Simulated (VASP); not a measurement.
# Ga (I4/mmm) in VASP: a series of runs

The runs below take Ga through single point, relaxation of shape and atoms at fixed volume, with PBEsol.

Everything below comes from runs of VASP 6.6.1. Logs are shortened: lines on timing, memory, paths and dates and some standing lists are left out, and cuts for length are marked.

**1. The cell of the first run**

The structure is tetragonal, space group I4/mmm (No. 139). The conventional cell has a = 2.774 Å, b = 2.774 Å, c = 4.468 Å, α = 90.00°, β = 90.00°, γ = 90.00°. Within 3.7 Å of Ga (site symmetry 4/mmm) lie 12 Ga at 2.77 to 2.97 Å.

**2. Single point, PBEsol (17.19 Å³/atom)**

Contents of INCAR:

```
PREC = Accurate
ENCUT = 520
EDIFF = 1E-6
ISMEAR = 0
SIGMA = 0.1
LREAL = F
LASPH = T
NELM = 100
ALGO = Fast
ISIF = 2
LWAVE = F
LCHARG = T
GGA = PS
LELF = T
LVHAR = T
NBANDS = 12
```

Contents of KPOINTS:

```
Automatic mesh
0
Gamma
  20 20 20
```

Contents of POSCAR:

```
Ga
1.0
   -1.3870350476      1.3870350476      2.2341913301
    1.3870350476     -1.3870350476      2.2341913301
    1.3870350476      1.3870350476     -2.2341913301
Ga
1
Direct
    0.0000000000      0.0000000000      0.0000000000
```

Potentials or basis: VASP PAW PBE potentials, release 64 (Ga_d).

The run is started by

```
cat potpaw_PBE.64/Ga_d/POTCAR > POTCAR
mpirun -np 1 vasp_std > vasp.out
```

OUTCAR:

```text
PREC = Accurate
   ENCUT = 520
   EDIFF = 1E-6
   ISMEAR = 0
   LREAL = F
   LASPH = T
   NELM = 100
   ISIF = 2
   GGA = PS

 ion  position               nearest neighbor table
   1  0.000  0.000  0.000-

  LATTYP: Found a body centered tetragonal cell.
 ALAT       =     2.7740700952
 C/A-ratio  =     1.6107677553

  Lattice vectors:

 A1 = (  -1.3870350476,   1.3870350476,   2.2341913301)
 A2 = (   1.3870350476,  -1.3870350476,   2.2341913301)
 A3 = (   1.3870350476,   1.3870350476,  -2.2341913301)

Analysis of symmetry for initial positions (statically):
=====================================================================
 Subroutine PRICEL returns:
 Original cell was already a primitive cell.

 Routine SETGRP: Setting up the symmetry group for a
 body centered tetragonal supercell.

 Subroutine GETGRP returns: Found 16 space group operations
 (whereof 16 operations were pure point group operations)
 out of a pool of 16 trial point group operations.

The static configuration has the point symmetry D_4h.

Analysis of symmetry for dynamics (positions and initial velocities):
=====================================================================
 Subroutine PRICEL returns:
 Original cell was already a primitive cell.

 Routine SETGRP: Setting up the symmetry group for a
 body centered tetragonal supercell.

 Subroutine GETGRP returns: Found 16 space group operations
 (whereof 16 operations were pure point group operations)
 out of a pool of 16 trial point group operations.

The dynamic configuration has the point symmetry D_4h.

 Subroutine INISYM returns: Found 16 space group operations
 (whereof 16 operations are pure point group operations),
 and found     1 'primitive' translations

----------------------------------------------------------------------------------------

                                     Primitive cell

  volume of cell :      17.1931

  direct lattice vectors                    reciprocal lattice vectors
    -1.387035048  1.387035048  2.234191330     0.000000000  0.360481158  0.223794620
     1.387035048 -1.387035048  2.234191330     0.360481158  0.000000000  0.223794620
     1.387035048  1.387035048 -2.234191330     0.360481158  0.360481158  0.000000000

  length of vectors
     2.973103319  2.973103319  2.973103319     0.424300244  0.424300244  0.509797342

  position of ions in fractional coordinates (direct lattice)
     0.000000000  0.000000000  0.000000000

  ion indices of the primitive-cell ions
   primitive index   ion index
                 1           1

----------------------------------------------------------------------------------------

 KPOINTS: Automatic mesh

Automatic generation of k-mesh.
 Grid dimensions read from file:
 generate k-points for:   20   20   20

 Generating k-lattice:

  Cartesian coordinates                     Fractional coordinates (reciprocal lattice)
     0.000000000  0.018024058  0.011189731     0.050000000  0.000000000 -0.000000000
     0.018024058  0.000000000  0.011189731     0.000000000  0.050000000 -0.000000000
     0.018024058  0.018024058  0.000000000     0.000000000  0.000000000  0.050000000

  Length of vectors
     0.021215012  0.021215012  0.025489867

  Shift w.r.t. Gamma in fractional coordinates (k-lattice)
     0.000000000  0.000000000  0.000000000

 Subroutine IBZKPT returns following result:
 ===========================================

 Found    641 irreducible k-points:

 Following reciprocal coordinates:
            Coordinates               Weight
  0.000000  0.000000  0.000000      1.000000
  0.050000  0.000000 -0.000000      8.000000
  0.100000  0.000000 -0.000000      8.000000
  0.150000 -0.000000  0.000000      8.000000
  0.200000  0.000000 -0.000000      8.000000
  0.250000  0.000000  0.000000      8.000000
[... 16 lines left out ...]
 -0.400000  0.050000  0.000000     16.000000
 -0.350000  0.050000  0.000000     16.000000
 [... further k-points ...]
   k-points           NKPTS =    641   k-points in BZ     NKDIM =    641   number of bands    NBANDS=     12
   number of dos      NEDOS =    301   number of ions     NIONS =      1
   total plane-waves  NPLWV =  13824
   dimension x,y,z NGX =    24 NGY =   24 NGZ =   24
   dimension x,y,z NGXF=    48 NGYF=   48 NGZF=   48
   ions per type =               1
   NGX,Y,Z   is equivalent  to a cutoff of  13.42, 13.42, 13.42 a.u.
   NGXF,Y,Z  is equivalent  to a cutoff of  26.84, 26.84, 26.84 a.u.
 SYSTEM =  unknown system
   PREC   = accura    normal or accurate (medium, high low for compatibility)
   ISTART =      0    job   : 0-new  1-cont  2-samecut
   ICHARG =      2    charge: 1-file 2-atom 10-const
   ISPIN  =      1    spin polarized calculation?
   LNONCOLLINEAR =      F non collinear calculations
   LSORBIT =      F    spin-orbit coupling
   LASPH  =      T    aspherical Exc in radial PAW
   ENCUT  =  520.0 eV  38.22 Ry    6.18 a.u.   5.53  5.53  5.53*2*pi/ulx,y,z
   NELM   =    100;   NELMIN=  2; NELMDL= -5     # of ELM steps
   EDIFF  = 0.1E-05   stopping-criterion for ELM
   LREAL  =      F    real-space projection
   EDIFFG = 0.1E-04   stopping-criterion for IOM
   NSW    =      0    number of steps for IOM
[... 5 lines left out ...]
   TEBEG  =    0.0;   TEEND  =   0.0 temperature during run
   PSTRESS=    0.0 pullay stress
   NELECT =      13.0000    total number of electrons
   NUPDOWN=      -1.0000    fix difference up-down
   EMIN   =  10.00;   EMAX   =-10.00  energy-range for DOS
   EFERMI =   0.00;   METHOD = LEGACY
   ISMEAR =     0;   SIGMA  =   0.10  broadening in eV -4-tet -1-fermi 0-gaus
   EFERMI_NEDOS =   21; number of points for ismear=-14 and -15
   IALGO  =     68    algorithm
   IMIX   =      4    mixing-type and parameters
     AMIX     =   0.40;   BMIX     =  1.00
     AMIX_MAG =   1.60;   BMIX_MAG =  1.00
  volume/ion in A,a.u.               =      17.19       116.03
  Fermi-wavevector in a.u.,A,eV,Ry     =   1.491435  2.818403 30.264488  2.224377
  Thomas-Fermi vector in A             =   2.604090
   LORBIT       =      0    0 simple, 1 ext, 2 COOP (PROOUT), +10 PAW based schemes
   GGA     = PS    functional components
   LHFCALC =     F    Hartree Fock is set to
   AEXX    =    0.0000 exact exchange contribution
   IVDW    =     0    specifies the selected vdW correction
   LEPSILON=     F    determine dielectric tensor
   LRPA    =     F    only Hartree local field effects (RPA)
 non-spin polarized calculation
 RMM-DIIS sequential band-by-band and
 Gauss-broadening in eV      SIGMA  =   0.10
  energy-cutoff  :      520.00
  volume of cell :       17.19
 maximum number of plane-waves:       474
 NGX is ok and might be reduce to    24
   NGX = 11   NGY = 11   NGZ = 11

 number of electron      13.0000002 magnetization

 Free energy of the ion-electron system (eV)
  ---------------------------------------------------
  ext. energy  EPLUGINS =         0.00000000
  ---------------------------------------------------
  free energy    TOTEN  =        -3.33258479 eV

  energy without entropy =       -3.33079079  energy(sigma->0) =       -3.33168779

 E-fermi :   6.3357     XC(G=0): -11.6238

 val. band max:        6.3327063908   @ k =   0.5000   0.5000   0.2000
 cond. band min:       6.3425880551   @ k =  -0.3000   0.5000   0.3000
 fundamental gap:      0.0098816644
 Fermi energy:         6.3357294639

 k-point     1 :       0.0000    0.0000    0.0000
  band No.  band energies     occupation
      1      -8.7449      2.00000
      2      -8.5845      2.00000
      3      -8.5845      2.00000
      4      -8.5768      2.00000
      5      -8.4102      2.00000
      6      -5.4935      2.00000
      7      19.5782      0.00000
      8      19.5795      0.00000
      9      19.5795      0.00000
     10      22.9130      0.00000
     11      22.9806      0.00000
     12      23.6870      0.00000

 k-point     2 :       0.0500    0.0000   -0.0000
  band No.  band energies     occupation
      1      -8.7406      2.00000
      2      -8.5865      2.00000
      3      -8.5813      2.00000
      4      -8.5751      2.00000
      5      -8.4124      2.00000
      6      -5.4244      2.00000
      7      18.6221      0.00000
      8      19.3090      0.00000
      9      19.4930      0.00000
     10      22.1501      0.00000
     11      23.4032      0.00000
     12      23.8959      0.00000

 k-point     3 :       0.1000    0.0000   -0.0000
  band No.  band energies     occupation
      1      -8.7295      2.00000
      2      -8.5948      2.00000
      3      -8.5723      2.00000
      4      -8.5668      2.00000
      5      -8.4185      2.00000
      6      -5.2161      2.00000
      7      16.6525      0.00000
      8      18.6821      0.00000
      9      19.2829      0.00000
     10      21.7539      0.00000
     11      23.2110      0.00000
     12      24.4567      0.00000
[... 286 lines left out ...]
 k-point    23 :      -0.4000    0.0500    0.0000
  band No.  band energies     occupation
      1      -8.7317      2.00000
      2      -8.6875      2.00000
      3      -8.5613      2.00000
      4      -8.4124      2.00000
      5      -8.3660      2.00000
      6      -1.2068      2.00000
      7       5.2381      2.00000
      8      14.9168      0.00000
      9      18.2285      0.00000
     10      19.7519      0.00000
     11      21.4468      0.00000
     12      24.2765      0.00000

 k-point    24 :      -0.3500    0.0500    0.0000
  band No.  band energies     occupation
      1      -8.7146      2.00000
      2      -8.6792      2.00000
      3      -8.5520      2.00000
      4      -8.4320      2.00000
      5      -8.3969      2.00000
      6      -2.2333      2.00000
      7       7.0021      0.00000
      8      15.2120      0.00000
      9      18.2922      0.00000
     10      20.1244      0.00000
     11      21.9472      0.00000
     12      24.1866      0.00000

 [... further k-points ...]

------------------------ aborting loop because EDIFF is reached ----------------------------------------

  FORCE on cell =-STRESS in cart. coord.  units (eV):
  Direction    XX          YY          ZZ          XY          YZ          ZX
  --------------------------------------------------------------------------------------
  -------------------------------------------------------------------------------------
  Total        0.2235191      0.2235191      0.2169449      0.0000000      0.0000000      0.0000000
  in kB       20.8290752     20.8290752     20.2164485      0.0000000      0.0000000      0.0000000
  external PRESSURE =      20.6248663 kB  Pullay stress =       0.0000000 kB

 VOLUME and BASIS-vectors are now :
 -----------------------------------------------------------------------------
  energy-cutoff  :      520.00
  volume of cell :       17.19
      direct lattice vectors                 reciprocal lattice vectors
    -1.387035048  1.387035048  2.234191330     0.000000000  0.360481158  0.223794620
     1.387035048 -1.387035048  2.234191330     0.360481158  0.000000000  0.223794620
     1.387035048  1.387035048 -2.234191330     0.360481158  0.360481158  0.000000000

 POSITION                                       TOTAL-FORCE (eV/Angst)
 -----------------------------------------------------------------------------------
      0.00000      0.00000      0.00000        -0.000000      0.000000      0.000000
 -----------------------------------------------------------------------------------
    total drift:                                0.000000      0.000000      0.000000

  FREE ENERGIE OF THE ION-ELECTRON SYSTEM (eV)
  ---------------------------------------------------
  free  energy   TOTEN  =        -3.3325847889 eV

  energy  without entropy=       -3.3307907937  energy(sigma->0) =       -3.33168779
```

Run time: 55 s. Hardware: 1 thread of Intel Xeon Platinum 8488C (Sapphire Rapids), shared host; peak memory 0.24 GiB.

Results:

| Item | Value |
| --- | --- |
| Free energy | -3.3326 eV |
| Pressure | 2.1 GPa |
| Band gap on the k mesh | zero (an odd number of electrons rules out a gap without spin polarisation) |

Levels at points of the mesh, in eV from the Fermi level:
```csv
k point,band 2,band 3,band 4,band 5,band 6,band 7,band 8,band 9,band 10,band 11
"(0.00, 0.00, 0.00)",-14.92,-14.92,-14.91,-14.75,-11.83,13.24,13.24,13.24,16.58,16.64
"(0.50, 0.00, 0.00)",-15.04,-14.90,-14.72,-14.67,-5.01,-4.45,8.63,12.31,12.71,15.88
"(0.50, 0.50, 0.00)",-15.14,-14.72,-14.71,-14.59,-2.30,-1.19,4.05,5.08,8.24,8.26
"(0.50, 0.50, 0.50)",-15.14,-14.68,-14.68,-14.68,-4.06,-3.92,6.80,6.80,10.03,10.99
```

Caveat: the PAW data sets were made with another functional, which shifts forces and pressure a little.

**3. Relaxation of shape and atoms at fixed volume, PBEsol (16.66 Å³/atom)**

This run uses another cell than the first one, of 16.66 Å³/atom.

Contents of INCAR:

```
SYSTEM = Ga
  ALGO = Fast
  EDIFF = 1E-7
  EDIFFG = -0.01
  ENCUT = 600
  GGA = PS
  IBRION = 2
  ISIF = 4
  ISMEAR = 0
  LASPH = .TRUE.
  LCHARG = .FALSE.
  LREAL = .FALSE.
  LWAVE = .FALSE.
  NELM = 100
  NSW = 50
  PREC = Accurate
  SIGMA = 0.1
```

Contents of KPOINTS:

```
k-points
0
G
  20 20 20
  0 0 0
```

Contents of POSCAR:

```
Ga
1.0
   -1.3725857151      1.3725857151      2.2109168112
    1.3725857151     -1.3725857151      2.2109168112
    1.3725857151      1.3725857151     -2.2109168112
Ga
1
Direct
    0.0000000000      0.0000000000      0.0000000000
```

Potentials or basis: VASP PAW PBE potentials, release 64 (Ga_d).

The run is started by

```
cat potpaw_PBE.64/Ga_d/POTCAR > POTCAR
mpirun -np 1 vasp_std > vasp.out
```

Wall time 98 s (1 thread of Intel Xeon Platinum 8488C (Sapphire Rapids), shared host); peak memory 0.26 GiB.

Results (log left out):

```yaml
Free_energy: -3.3218 eV
Energy_gained_by_relaxing: 0.0 meV/atom
Ionic_steps: 3
Pressure_after_relaxing: 4.4 GPa
Band_gap_on_the_k_mesh: zero (an odd number of electrons rules out a gap without spin polarisation)
```

Final structure:
```
Ga
1.0
    -1.37391    1.37391    2.20664
     1.37391   -1.37391    2.20664
     1.37391    1.37391   -2.20664
Ga
1
Direct
  0.00000 0.00000 0.00000
```

Levels at points of the mesh, in eV from the Fermi level:
```
           k point  band 2  band 3  band 4  band 5  band 6  band 7  band 8  band 9  band 10
(0.00, 0.00, 0.00)  -14.96  -14.96  -14.95  -14.78  -12.10   13.61   13.61   13.65    16.86
(0.50, 0.00, 0.00)  -15.09  -14.95  -14.74  -14.69   -5.05   -4.62    8.88   12.60    13.00
(0.50, 0.50, 0.00)  -15.20  -14.75  -14.74  -14.61   -2.43   -1.14    4.15    5.16     8.34
(0.50, 0.50, 0.50)  -15.20  -14.71  -14.70  -14.70   -4.06   -4.02    6.90    6.90    10.14
```

Caveat: the PAW data sets were made with another functional, which shifts forces and pressure a little.

**4. Relaxation of shape and atoms at fixed volume, PBEsol (17.19 Å³/atom)**

Contents of INCAR:

```
PREC = Accurate
ENCUT = 600
EDIFF = 1E-6
ISMEAR = 0
SIGMA = 0.1
LREAL = F
LASPH = T
NELM = 60
ALGO = Fast
ISIF = 4
LWAVE = F
LCHARG = F
GGA = PS
IBRION = 2
NSW = 50
EDIFFG = -0.01
```

Contents of KPOINTS:

```
Automatic mesh
0
Gamma
  20 20 20
```

Contents of POSCAR:

```
Ga
1.0
   -1.3860067676      1.3860067676      2.2375076581
    1.3860067676     -1.3860067676      2.2375076581
    1.3860067676      1.3860067676     -2.2375076581
Ga
1
Direct
    0.0000000000      0.0000000000      0.0000000000
```

The run is started by

```
cat potpaw_PBE.64/Ga_d/POTCAR > POTCAR
mpirun -np 1 vasp_std > vasp.out
```

It took 79 s on 1 thread of Intel Xeon Platinum 8488C (Sapphire Rapids), shared host; peak memory 0.26 GiB.

The run converged. Its results:

```yaml
Free_energy: -3.3325 eV
Energy_gained_by_relaxing: 0.0 meV/atom
Ionic_steps: 3
Pressure_after_relaxing: 2.0 GPa
Band_gap_on_the_k_mesh: zero (an odd number of electrons rules out a gap without spin polarisation)
```

Stress tensor (GPa, compression positive):
```
1.92 0.00 0.00
0.00 1.92 0.00
0.00 0.00 2.03
```

Final structure:
```
Ga
1.0
    -1.38795    1.38795    2.23124
     1.38795   -1.38795    2.23124
     1.38795    1.38795   -2.23124
Ga
1
Direct
  0.00000 0.00000 0.00000
```

Levels at points of the mesh, in eV from the Fermi level:
| k point | band 2 | band 3 | band 4 | band 5 | band 6 | band 7 | band 8 | band 9 | band 10 |
| --- | --- | --- | --- | --- | --- | --- | --- | --- | --- |
| (0.00, 0.00, 0.00) | -14.92 | -14.92 | -14.91 | -14.75 | -11.83 | 13.24 | 13.24 | 13.25 | 16.64 |
| (0.50, 0.00, 0.00) | -15.04 | -14.91 | -14.72 | -14.67 | -5.01 | -4.45 | 8.66 | 12.28 | 12.75 |
| (0.50, 0.50, 0.00) | -15.14 | -14.72 | -14.72 | -14.59 | -2.31 | -1.21 | 4.07 | 5.08 | 8.26 |
| (0.50, 0.50, 0.50) | -15.14 | -14.68 | -14.68 | -14.68 | -4.04 | -3.91 | 6.77 | 6.77 | 10.01 |

Caveat: the PAW data sets were made with another functional, which shifts forces and pressure a little.

**5. Summary**

| task | cell | cutoff (eV) | gap on the mesh (eV) | pressure (GPa) |
| --- | --- | --- | --- | --- |
| single point | a = 2.973 Å, angles 124.4, 124.4, 82.6°, 1 atom | 520 | none | 2.1 |
| relaxation of shape and atoms at fixed volume | relaxed from a = 2.942 Å, angles 124.4, 124.4, 82.6°, 1 atom | 600 | none | 4.4 |
| relaxation of shape and atoms at fixed volume | relaxed from a = 2.975 Å, angles 124.5, 124.5, 82.4°, 1 atom | 600 | none | 2.0 |

Alike in all rows: level PBEsol; potentials or basis VASP PAW PBE potentials, release 64 (Ga_d); no spin polarisation; k mesh 20 × 20 × 20; smearing gaussian 0.1 eV.

Caveats: the PAW data sets were made with another functional, which shifts forces and pressure a little.

Absolute energies hang on the potentials; compare differences alone.

The gap in the log of VASP goes by the Fermi energy; the results here count the filled bands.